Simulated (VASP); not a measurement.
# HfSnSe4 (P6/mmm) in VASP: a series of runs

HfSnSe4 is run at these levels: PBE; tasks: single point, relaxation of cell and atoms.

Program: VASP 6.6.1. These are calculated values, not measurements. Logs are shortened: lines on timing, memory, paths and dates and some standing lists are left out, and cuts for length are marked.

## Step 1: The cell of the first run

Symmetry: P6/mmm, No. 191, hexagonal system. Conventional cell: a = 4.950 Å, b = 4.950 Å, c = 6.198 Å, α = 90.00°, β = 90.00°, γ = 120.00°. Hf (site symmetry 6/mmm) has 2 Sn at 3.10 Å and 12 Se at 3.16 Å within 4.1 Å. Sn (site symmetry 6/mmm) has 2 Hf at 3.10 Å and 12 Se at 3.35 Å within 4.1 Å. Se (site symmetry 3m) has 5 Se at 2.69 to 3.50 Å and 3 Hf at 3.16 Å and 3 Sn at 3.35 Å within 3.6 Å.

## Step 2: Single point, PBE

The input, INCAR:

```
SYSTEM = HfSnSe4
PREC = Accurate
ENCUT = 520
EDIFF = 1E-7
ISMEAR = 0
SIGMA = 0.1
LREAL = .FALSE.
LASPH = .TRUE.
NELM = 100
ALGO = Normal
ISIF = 2
LWAVE = .FALSE.
LCHARG = .FALSE.
GGA = PE
NBANDS = 33
```

The input, KPOINTS:

```
regular mesh
0
G
  12 12 6
  0 0 0
```

The input, POSCAR:

```
HfSnSe4
1.0
    4.9498880388      0.0000000000      0.0000000000
   -2.4749440194      4.2867287875      0.0000000000
    0.0000000000      0.0000000000      6.1977271088
Hf Sn Se
1 1 4
Direct
    0.0000000000      0.0000000000      0.0000000000
    0.0000000000      0.0000000000      0.5000000000
    0.3333333333      0.6666666667      0.7827158720
    0.3333333333      0.6666666667      0.2172841280
    0.6666666667      0.3333333333      0.7827158720
    0.6666666667      0.3333333333      0.2172841280
```

Potentials or basis: VASP PAW PBE potentials, release 64 (Hf_pv, Sn_d, Se).

Launch:

```bash
> cat potpaw_PBE.64/Hf_pv/POTCAR potpaw_PBE.64/Sn_d/POTCAR potpaw_PBE.64/Se/POTCAR > POTCAR
> mpirun -np 1 vasp_std > vasp.out
```

OUTCAR:

```text
SYSTEM = HfSnSe4
   PREC = Accurate
   ENCUT = 520
   EDIFF = 1E-7
   ISMEAR = 0
   LREAL = .FALSE.
   LASPH = .TRUE.
   NELM = 100
   ISIF = 2
   GGA = PE

 ion  position               nearest neighbor table
   1  0.000  0.000  0.000-   2 3.10   2 3.10   4 3.16   5 3.16   6 3.16   3 3.16   5 3.16   6 3.16
                             3 3.16   4 3.16   5 3.16   6 3.16   3 3.16   4 3.16
   2  0.000  0.000  0.500-   1 3.10   1 3.10
   3  0.333  0.667  0.783-   4 2.69   1 3.16   1 3.16   1 3.16
   4  0.333  0.667  0.217-   3 2.69   1 3.16   1 3.16   1 3.16
   5  0.667  0.333  0.783-   6 2.69   1 3.16   1 3.16   1 3.16
   6  0.667  0.333  0.217-   5 2.69   1 3.16   1 3.16   1 3.16

  LATTYP: Found a hexagonal cell.
 ALAT       =     4.9498880388
 C/A-ratio  =     1.2520944030

  Lattice vectors:

 A1 = (   4.9498880388,   0.0000000000,   0.0000000000)
 A2 = (  -2.4749440194,   4.2867287875,   0.0000000000)
 A3 = (   0.0000000000,   0.0000000000,   6.1977271088)

Analysis of symmetry for initial positions (statically):
=====================================================================
 Subroutine PRICEL returns:
 Original cell was already a primitive cell.

 Routine SETGRP: Setting up the symmetry group for a
 hexagonal supercell.

 Subroutine GETGRP returns: Found 24 space group operations
 (whereof 24 operations were pure point group operations)
 out of a pool of 24 trial point group operations.

The static configuration has the point symmetry D_6h.

Analysis of symmetry for dynamics (positions and initial velocities):
=====================================================================
 Subroutine PRICEL returns:
 Original cell was already a primitive cell.

 Routine SETGRP: Setting up the symmetry group for a
 hexagonal supercell.

 Subroutine GETGRP returns: Found 24 space group operations
 (whereof 24 operations were pure point group operations)
 out of a pool of 24 trial point group operations.

The dynamic configuration has the point symmetry D_6h.

 Subroutine INISYM returns: Found 24 space group operations
 (whereof 24 operations are pure point group operations),
 and found     1 'primitive' translations

----------------------------------------------------------------------------------------

                                     Primitive cell

  volume of cell :     131.5085

  direct lattice vectors                    reciprocal lattice vectors
     4.949888039  0.000000000  0.000000000     0.202024772  0.116639056  0.000000000
    -2.474944019  4.286728788  0.000000000     0.000000000  0.233278112  0.000000000
     0.000000000  0.000000000  6.197727109     0.000000000  0.000000000  0.161349473

  length of vectors
     4.949888039  4.949888039  6.197727109     0.233278112  0.233278112  0.161349473

  position of ions in fractional coordinates (direct lattice)
     0.000000000  0.000000000  0.000000000
     0.000000000  0.000000000  0.500000000
     0.333333333  0.666666667  0.782715872
     0.333333333  0.666666667  0.217284128
     0.666666667  0.333333333  0.782715872
     0.666666667  0.333333333  0.217284128

  ion indices of the primitive-cell ions
   primitive index   ion index
                 1           1
                 2           2
                 3           3
                 4           4
                 5           5
                 6           6

----------------------------------------------------------------------------------------

 KPOINTS: regular mesh

Automatic generation of k-mesh.
 Grid dimensions read from file:
 generate k-points for:   12   12    6

 Generating k-lattice:

  Cartesian coordinates                     Fractional coordinates (reciprocal lattice)
     0.016835398  0.009719921  0.000000000     0.083333333 -0.000000000  0.000000000
     0.000000000  0.019439843  0.000000000     0.000000000  0.083333333  0.000000000
     0.000000000  0.000000000  0.026891579     0.000000000  0.000000000  0.166666667

  Length of vectors
     0.019439843  0.019439843  0.026891579

  Shift w.r.t. Gamma in fractional coordinates (k-lattice)
     0.000000000  0.000000000  0.000000000

 Subroutine IBZKPT returns following result:
 ===========================================

 Found     76 irreducible k-points:

 Following reciprocal coordinates:
            Coordinates               Weight
  0.000000  0.000000  0.000000      1.000000
  0.083333  0.000000  0.000000      6.000000
  0.166667  0.000000  0.000000      6.000000
  0.250000  0.000000  0.000000      6.000000
  0.333333  0.000000  0.000000      6.000000
  0.416667  0.000000  0.000000      6.000000
[... 16 lines left out ...]
  0.250000  0.000000  0.166667     12.000000
  0.333333  0.000000  0.166667     12.000000
 [... further k-points ...]
   k-points           NKPTS =     76   k-points in BZ     NKDIM =     76   number of bands    NBANDS=     33
   number of dos      NEDOS =    301   number of ions     NIONS =      6
   total plane-waves  NPLWV =  76800
   dimension x,y,z NGX =    40 NGY =   40 NGZ =   48
   dimension x,y,z NGXF=    80 NGYF=   80 NGZF=   96
   ions per type =               1   1   4
   NGX,Y,Z   is equivalent  to a cutoff of  13.43, 13.43, 12.88 a.u.
   NGXF,Y,Z  is equivalent  to a cutoff of  26.87, 26.87, 25.75 a.u.
 SYSTEM =  HfSnSe4
   PREC   = accura    normal or accurate (medium, high low for compatibility)
   ISTART =      0    job   : 0-new  1-cont  2-samecut
   ICHARG =      2    charge: 1-file 2-atom 10-const
   ISPIN  =      1    spin polarized calculation?
   LNONCOLLINEAR =      F non collinear calculations
   LSORBIT =      F    spin-orbit coupling
   LASPH  =      T    aspherical Exc in radial PAW
   ENCUT  =  520.0 eV  38.22 Ry    6.18 a.u.   9.20  9.20 11.52*2*pi/ulx,y,z
   NELM   =    100;   NELMIN=  2; NELMDL= -5     # of ELM steps
   EDIFF  = 0.1E-06   stopping-criterion for ELM
   LREAL  =      F    real-space projection
   EDIFFG = 0.1E-05   stopping-criterion for IOM
   NSW    =      0    number of steps for IOM
   IBRION =     -1    ionic relax: 0-MD 1-quasi-New 2-CG
   NFREE  =      0    steps in history (QN), initial steepest desc. (CG)
   ISIF   =      2    stress and relaxation
   ISYM   =      2    0-nonsym 1-usesym 2-fastsym
   POTIM  = 0.5000    time-step for ionic-motion
   TEBEG  =    0.0;   TEEND  =   0.0 temperature during run
   PSTRESS=    0.0 pullay stress
   NELECT =      48.0000    total number of electrons
   NUPDOWN=      -1.0000    fix difference up-down
   EMIN   =  10.00;   EMAX   =-10.00  energy-range for DOS
   EFERMI =   0.00;   METHOD = LEGACY
   ISMEAR =     0;   SIGMA  =   0.10  broadening in eV -4-tet -1-fermi 0-gaus
   EFERMI_NEDOS =   21; number of points for ismear=-14 and -15
   IALGO  =     38    algorithm
   IMIX   =      4    mixing-type and parameters
     AMIX     =   0.40;   BMIX     =  1.00
     AMIX_MAG =   1.60;   BMIX_MAG =  1.00
  volume/ion in A,a.u.               =      21.92       147.91
  Fermi-wavevector in a.u.,A,eV,Ry     =   1.169959  2.210902 18.623709  1.368804
  Thomas-Fermi vector in A             =   2.306424
   LORBIT       =      0    0 simple, 1 ext, 2 COOP (PROOUT), +10 PAW based schemes
   GGA     = PE    functional components
   LHFCALC =     F    Hartree Fock is set to
   AEXX    =    0.0000 exact exchange contribution
   IVDW    =     0    specifies the selected vdW correction
   LEPSILON=     F    determine dielectric tensor
   LRPA    =     F    only Hartree local field effects (RPA)
 non-spin polarized calculation
 Gauss-broadening in eV      SIGMA  =   0.10
  energy-cutoff  :      520.00
  volume of cell :      131.51
 maximum number of plane-waves:      3561
 NGX is ok and might be reduce to    40
   NGX = 19   NGY = 19   NGZ = 23

 number of electron      48.0000008 magnetization

 Free energy of the ion-electron system (eV)
  ---------------------------------------------------
  ext. energy  EPLUGINS =         0.00000000
  ---------------------------------------------------
  free energy    TOTEN  =       -27.87397225 eV

  energy without entropy =      -27.86371093  energy(sigma->0) =      -27.86884159

 E-fermi :   6.4231     XC(G=0): -10.5698

 val. band max:        6.4147376726   @ k =   0.1667   0.1667   0.3333
 cond. band min:       6.4473280186   @ k =   0.5000   0.0000   0.3333
 fundamental gap:      0.0325903459
 Fermi energy:         6.4230579390

 k-point     1 :       0.0000    0.0000    0.0000
  band No.  band energies     occupation
      1     -25.6842      2.00000
      2     -25.6842      2.00000
      3     -25.5692      2.00000
      4     -15.5463      2.00000
      5     -15.5463      2.00000
      6     -15.4044      2.00000
[... 25 lines left out ...]
     32       9.1420      0.00000
     33      10.0889      0.00000

 k-point     2 :       0.0833    0.0000    0.0000
  band No.  band energies     occupation
      1     -25.6846      2.00000
      2     -25.6843      2.00000
      3     -25.5691      2.00000
      4     -15.5464      2.00000
      5     -15.5461      2.00000
      6     -15.4047      2.00000
[... 25 lines left out ...]
     32       9.7436      0.00000
     33      10.0410      0.00000

 k-point     3 :       0.1667    0.0000    0.0000
  band No.  band energies     occupation
      1     -25.6857      2.00000
      2     -25.6845      2.00000
      3     -25.5689      2.00000
      4     -15.5466      2.00000
      5     -15.5456      2.00000
      6     -15.4053      2.00000
[... 25 lines left out ...]
     32       9.8738      0.00000
     33       9.8912      0.00000

 k-point     4 :       0.2500    0.0000    0.0000
  band No.  band energies     occupation
      1     -25.6872      2.00000
      2     -25.6848      2.00000
      3     -25.5687      2.00000
      4     -15.5469      2.00000
      5     -15.5449      2.00000
      6     -15.4061      2.00000
[... 673 lines left out ...]
     32       9.7557      0.00000
     33       9.9522      0.00000

 k-point    23 :       0.2500    0.0000    0.1667
  band No.  band energies     occupation
      1     -25.6873      2.00000
      2     -25.6848      2.00000
      3     -25.5692      2.00000
      4     -15.5469      2.00000
      5     -15.5449      2.00000
      6     -15.4060      2.00000
[... 25 lines left out ...]
     32       9.6410      0.00000
     33       9.6926      0.00000

 k-point    24 :       0.3333    0.0000    0.1667
  band No.  band energies     occupation
      1     -25.6888      2.00000
      2     -25.6852      2.00000
      3     -25.5689      2.00000
      4     -15.5472      2.00000
      5     -15.5442      2.00000
      6     -15.4068      2.00000
[... 25 lines left out ...]
     32       9.2016      0.00000
     33       9.5777      0.00000

 [... further k-points ...]

------------------------ aborting loop because EDIFF is reached ----------------------------------------

  FORCE on cell =-STRESS in cart. coord.  units (eV):
  Direction    XX          YY          ZZ          XY          YZ          ZX
  --------------------------------------------------------------------------------------
  -------------------------------------------------------------------------------------
  Total       -0.1513565     -0.1513565     -0.1307016      0.0000000     -0.0000000     -0.0000000
  in kB       -1.8439865     -1.8439865     -1.5923466      0.0000000     -0.0000000     -0.0000000
  external PRESSURE =      -1.7601066 kB  Pullay stress =       0.0000000 kB

 VOLUME and BASIS-vectors are now :
 -----------------------------------------------------------------------------
  energy-cutoff  :      520.00
  volume of cell :      131.51
      direct lattice vectors                 reciprocal lattice vectors
     4.949888039  0.000000000  0.000000000     0.202024772  0.116639056  0.000000000
    -2.474944019  4.286728788  0.000000000     0.000000000  0.233278112  0.000000000
     0.000000000  0.000000000  6.197727109     0.000000000  0.000000000  0.161349473

 POSITION                                       TOTAL-FORCE (eV/Angst)
 -----------------------------------------------------------------------------------
      0.00000      0.00000      0.00000        -0.000000      0.000000      0.000000
      0.00000      0.00000      3.09886        -0.000000      0.000000      0.000000
     -0.00000      2.85782      4.85106        -0.000000      0.000000      0.009402
     -0.00000      2.85782      1.34667        -0.000000      0.000000     -0.009402
      2.47494      1.42891      4.85106         0.000000     -0.000000      0.009402
      2.47494      1.42891      1.34667         0.000000      0.000000     -0.009402
 -----------------------------------------------------------------------------------
    total drift:                               -0.000000     -0.000000      0.000000

  FREE ENERGIE OF THE ION-ELECTRON SYSTEM (eV)
  ---------------------------------------------------
  free  energy   TOTEN  =       -27.8739722545 eV

  energy  without entropy=      -27.8637109280  energy(sigma->0) =      -27.86884159
```

Run time: 3.7 min. Hardware: 1 thread of AMD EPYC 9R45 (Zen 5), shared host; peak memory 0.44 GiB.

What came out:

```yaml
Free_energy: -27.8740 eV
Pressure: -0.2 GPa
Largest_force: 0.009 eV/Å
Band_gap_on_the_k_mesh: zero (band 24 reaches 7.34 eV, above the bottom of band 25 at 4.68 eV)
```

Forces on the atoms (eV/Å):
```
Hf   0.000  0.000  0.000
Sn   0.000  0.000  0.000
Se   0.000  0.000  0.009
Se   0.000  0.000 -0.009
Se   0.000  0.000  0.009
Se   0.000  0.000 -0.009
```

Caveat: spin-orbit coupling is left out, which moves the levels of the heavy elements.

(Part 1 of 2 ends here.)
